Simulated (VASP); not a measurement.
# KI (I4mm) in VASP: a series of runs, part 2 of 2

VASP 6.6.1.

## 3. Single point, LDA (atoms displaced along a vibrational mode)

Contents of INCAR:

```
PREC     = Accurate       # precision mode
ENCUT    = 520            # plane-wave cutoff, eV
EDIFF    = 1E-7           # SCF threshold, eV
ISMEAR   = 0              # smearing method
SIGMA    = 0.05           # smearing width, eV
LREAL    = F              # projectors in reciprocal space
LASPH    = T              # aspherical terms in the spheres
NELM     = 80             # most SCF steps
ALGO     = Normal         # electronic algorithm
ISIF     = 2              # what is computed and relaxed
LWAVE    = F              # write WAVECAR
LCHARG   = T              # write CHGCAR
LELF     = T              # ELF
LVHAR    = T            
NBANDS   = 15             # bands
```

Contents of KPOINTS:

```
regular mesh
0
Gamma
  6 6 6
```

Contents of POSCAR:

```
KI
1.0
    0.0000000000      3.4109309835      3.4109309835
    3.4109309835      0.0000000000      3.4109309835
    3.4109309835      3.4109309835      0.0000000000
K I
1 1
Direct
   -0.0144828495     -0.0144828495      0.0144828495
    0.5044620555      0.5044620555      0.4955379445
```

Potentials or basis: VASP PAW LDA potentials, release 64 (K_sv, I).

Started as:

```bash
cat potpaw_LDA.64/K_sv/POTCAR potpaw_LDA.64/I/POTCAR > POTCAR
mpirun -np 1 vasp_std > vasp.out
```

OUTCAR:

```text
PREC = Accurate
   ENCUT = 520
   EDIFF = 1E-7
   ISMEAR = 0
   LREAL = F
   LASPH = T
   NELM = 80
   ISIF = 2

 ion  position               nearest neighbor table
   1  0.986  0.986  0.014-   2 3.28   2 3.41   2 3.41   2 3.41   2 3.41   2 3.54
   2  0.504  0.504  0.496-   1 3.28   1 3.41   1 3.41   1 3.41   1 3.41   1 3.54

  LATTYP: Found a face centered cubic cell.
 ALAT       =     6.8218619670

  Lattice vectors:

 A1 = (   0.0000000000,   3.4109309835,   3.4109309835)
 A2 = (   3.4109309835,   0.0000000000,   3.4109309835)
 A3 = (   3.4109309835,   3.4109309835,   0.0000000000)

Analysis of symmetry for initial positions (statically):
=====================================================================
 Subroutine PRICEL returns:
 Original cell was already a primitive cell.

 Routine SETGRP: Setting up the symmetry group for a
 face centered cubic supercell.

 Subroutine GETGRP returns: Found  8 space group operations
 (whereof  8 operations were pure point group operations)
 out of a pool of 48 trial point group operations.

The static configuration has the point symmetry C_4v.

Analysis of symmetry for dynamics (positions and initial velocities):
=====================================================================
 Subroutine PRICEL returns:
 Original cell was already a primitive cell.

 Routine SETGRP: Setting up the symmetry group for a
 face centered cubic supercell.

 Subroutine GETGRP returns: Found  8 space group operations
 (whereof  8 operations were pure point group operations)
 out of a pool of 48 trial point group operations.

The dynamic configuration has the point symmetry C_4v.

 Subroutine INISYM returns: Found  8 space group operations
 (whereof  8 operations are pure point group operations),
 and found     1 'primitive' translations

----------------------------------------------------------------------------------------

                                     Primitive cell
[... 114 lines left out ...]
  Thomas-Fermi vector in A             =   2.089151
   LORBIT       =      0    0 simple, 1 ext, 2 COOP (PROOUT), +10 PAW based schemes
   GGA     = CA    functional components
   LHFCALC =     F    Hartree Fock is set to
   AEXX    =    0.0000 exact exchange contribution
   IVDW    =     0    specifies the selected vdW correction
   LEPSILON=     F    determine dielectric tensor
   LRPA    =     F    only Hartree local field effects (RPA)
 non-spin polarized calculation
 Gauss-broadening in eV      SIGMA  =   0.05
  energy-cutoff  :      520.00
  volume of cell :       79.37
 maximum number of plane-waves:      2158
   NGX = 17   NGY = 17   NGZ = 17

 number of electron      16.0000001 magnetization

 Free energy of the ion-electron system (eV)
  ---------------------------------------------------
  ext. energy  EPLUGINS =         0.00000000
  ---------------------------------------------------
  free energy    TOTEN  =        -6.15360917 eV

  energy without entropy =       -6.15360917  energy(sigma->0) =       -6.15360917

 E-fermi :   0.2055     XC(G=0):  -8.0384

 val. band max:       -0.0348840214   @ k =   0.0000   0.0000   0.0000
 cond. band min:       3.8434637043   @ k =   0.0000   0.0000   0.0000
 fundamental gap:      3.8783477257
 Fermi energy:         0.2054652203

 k-point     1 :       0.0000    0.0000    0.0000
  band No.  band energies     occupation
      1     -28.0088      2.00000
      2     -11.7606      2.00000
      3     -11.7504      2.00000
      4     -11.7504      2.00000
      5     -10.7713      2.00000
      6      -0.0354      2.00000
      7      -0.0354      2.00000
      8      -0.0349      2.00000
      9       3.8435      0.00000
     10       6.1955      0.00000
     11       6.2012      0.00000
     12       6.2012      0.00000
     13       7.0268      0.00000
     14       7.0554      0.00000
[... 401 lines left out ...]
      2     -11.9414      2.00000
      3     -11.7848      2.00000
      4     -11.7698      2.00000
      5     -10.4245      2.00000
      6      -1.2703      2.00000
      7      -0.6187      2.00000
      8      -0.5183      2.00000
      9       5.5665      0.00000
     10       6.3008      0.00000
     11       7.1820      0.00000
     12       8.3456      0.00000
     13       8.4460      0.00000
     14       8.8501      0.00000
     15      10.1154      0.00000

 [... further k-points ...]
[... 5 lines left out ...]
  --------------------------------------------------------------------------------------
  -------------------------------------------------------------------------------------
  Total        0.0001718      0.0001718      0.1857010      0.0000000     -0.0000000      0.0000000
  in kB        0.0034675      0.0034675      3.7486601      0.0000000     -0.0000000      0.0000000
  external PRESSURE =       1.2518650 kB  Pullay stress =       0.0000000 kB

 VOLUME and BASIS-vectors are now :
 -----------------------------------------------------------------------------
  energy-cutoff  :      520.00
  volume of cell :       79.37
      direct lattice vectors                 reciprocal lattice vectors
     0.000000000  3.410930984  3.410930984    -0.146587545  0.146587545  0.146587545
     3.410930984  0.000000000  3.410930984     0.146587545 -0.146587545  0.146587545
     3.410930984  3.410930984  0.000000000     0.146587545  0.146587545 -0.146587545

 POSITION                                       TOTAL-FORCE (eV/Angst)
 -----------------------------------------------------------------------------------
      3.41093      3.41093      6.72306         0.000000      0.000000      0.198387
      3.41093      3.41093      3.44137         0.000000      0.000000     -0.198387
 -----------------------------------------------------------------------------------
    total drift:                               -0.000000     -0.000000     -0.000067

  FREE ENERGIE OF THE ION-ELECTRON SYSTEM (eV)
  ---------------------------------------------------
  free  energy   TOTEN  =        -6.1536091679 eV

  energy  without entropy=       -6.1536091679  energy(sigma->0) =       -6.15360917
```

OSZICAR:

```text
N       E                     dE             d eps       ncg     rms          rms(c)
DAV:   1     0.886398892159E+02    0.88640E+02   -0.64752E+03   900   0.906E+02
DAV:   2    -0.421311311914E+00   -0.89061E+02   -0.82319E+02  1138   0.226E+02
DAV:   3    -0.592710046526E+01   -0.55058E+01   -0.54777E+01  1310   0.460E+01
DAV:   4    -0.623935180552E+01   -0.31225E+00   -0.31203E+00  1379   0.952E+00
DAV:   5    -0.624188126355E+01   -0.25295E-02   -0.25294E-02  1328   0.942E-01    0.410E+00
DAV:   6    -0.616684307727E+01    0.75038E-01   -0.69685E-02  1117   0.181E+00    0.281E+00
DAV:   7    -0.615376676643E+01    0.13076E-01   -0.77759E-02  1159   0.166E+00    0.806E-01
DAV:   8    -0.615362193793E+01    0.14483E-03   -0.12749E-02  1068   0.831E-01    0.218E-01
DAV:   9    -0.615359569368E+01    0.26244E-04   -0.40182E-04  1302   0.125E-01    0.122E-01
DAV:  10    -0.615361430985E+01   -0.18616E-04   -0.19066E-04  1138   0.680E-02    0.710E-02
DAV:  11    -0.615360890699E+01    0.54029E-05   -0.50364E-05  1075   0.459E-02    0.116E-02
DAV:  12    -0.615360909961E+01   -0.19263E-06   -0.21844E-06  1257   0.115E-02    0.653E-03
DAV:  13    -0.615360916792E+01   -0.68305E-07   -0.18783E-07  1113   0.307E-03
   1 F= -.61536092E+01 E0= -.61536092E+01  d E =-.340354E-13
```

It took 46 s on 1 thread of Intel Xeon 8259CL, shared host; peak memory 0.19 GiB.

What came out:

```yaml
Free_energy: -6.1536 eV
Pressure: 0.1 GPa
Largest_force: 0.198 eV/Å
Band_gap_on_the_k_mesh: 3.88 eV
```

Forces on the atoms (eV/Å):
```
K    0.000  0.000  0.198
I    0.000  0.000 -0.198
```

Caveat: the cell differs from its parent crystal (atoms displaced along a vibrational mode); spin-orbit coupling is left out, which moves the levels of the heavy elements.

## 4. Single point, LDA (atoms displaced along a vibrational mode)

Contents of INCAR:

```
PREC = Accurate ; ENCUT = 520
EDIFF = 1E-7 ; ISMEAR = 0
SIGMA = 0.05 ; LREAL = False
LASPH = True ; NELM = 80
ALGO = Normal ; ISIF = 2
LWAVE = False ; LCHARG = False
NBANDS = 15
```

Contents of KPOINTS:

```
Automatic mesh
0
Gamma
  6 6 6
```

Contents of POSCAR:

```
KI
1.0
    0.0000000000      3.4109309835      3.4109309835
    3.4109309835      0.0000000000      3.4109309835
    3.4109309835      3.4109309835      0.0000000000
K I
1 1
Direct
   -0.0579313979     -0.0579313979      0.0579313979
    0.5178482222      0.5178482222      0.4821517778
```

Started as:

```bash
cat potpaw_LDA.64/K_sv/POTCAR potpaw_LDA.64/I/POTCAR > POTCAR
mpirun -np 1 vasp_std > vasp.out
```

Run time: 48 s. Hardware: 1 thread of Intel Xeon 8259CL, shared host; peak memory 0.19 GiB.

It converged, with:

* Free energy: -5.8928 eV
* Pressure: 1.9 GPa
* Largest force: 1.375 eV/Å
* Band gap on the k mesh: 3.89 eV

Forces in eV/Å, atoms in the order of the input:
```
K    0.000  0.000  1.375
I    0.000  0.000 -1.375
```

Stress tensor (GPa, compression positive):
```
-0.38  0.00  0.00
 0.00 -0.38  0.00
 0.00  0.00  6.36
```

Levels at points of the mesh, in eV from the valence-band top:
```tsv
k point	band 5	band 6	band 7	band 8	band 9	band 10	band 11	band 12
(0.00, 0.00, 0.00)	-10.58	-0.05	-0.05	0.00	3.89	6.40	6.49	6.49
(0.50, 0.00, 0.00)	-10.12	-1.58	-0.40	-0.34	5.30	7.35	7.95	8.21
(0.50, 0.50, 0.00)	-10.28	-1.05	-0.40	-0.40	4.56	5.70	7.59	8.27
(0.00, 0.50, 0.50)	-10.35	-1.16	-0.54	-0.34	4.81	5.69	8.13	8.92
```

Caveat: the cell differs from its parent crystal (atoms displaced along a vibrational mode); the stress differs along the axes, from -0 to 6 GPa; spin-orbit coupling is left out, which moves the levels of the heavy elements; forces of over 1 eV/Å act on the atoms, so gaps and moduli don't describe the material at rest.

## 5. The runs side by side

```tsv
cell	gap on the mesh (eV)	pressure (GPa)	largest force (eV/Å)
as given, atomic positions A	3.86	3.2	2.22
as given, atomic positions B	3.88	0.1	0.20
as given, atomic positions C	3.89	1.9	1.38
```

Alike in all rows: task single point; level LDA; potentials or basis VASP PAW LDA potentials, release 64 (K_sv, I); no spin polarisation; k mesh 6 × 6 × 6; cutoff (eV) 520; smearing gaussian 0.05 eV.

Caveats: spin-orbit coupling is left out, which moves the levels of the heavy elements; forces of over 1 eV/Å act on the atoms, so gaps and moduli don't describe the material at rest (at least some runs); the stress differs along the axes, from -1 to 11 GPa (at least some runs); the stress differs along the axes, from -0 to 6 GPa (at least some runs).

Absolute energies hang on the potentials; compare differences alone.
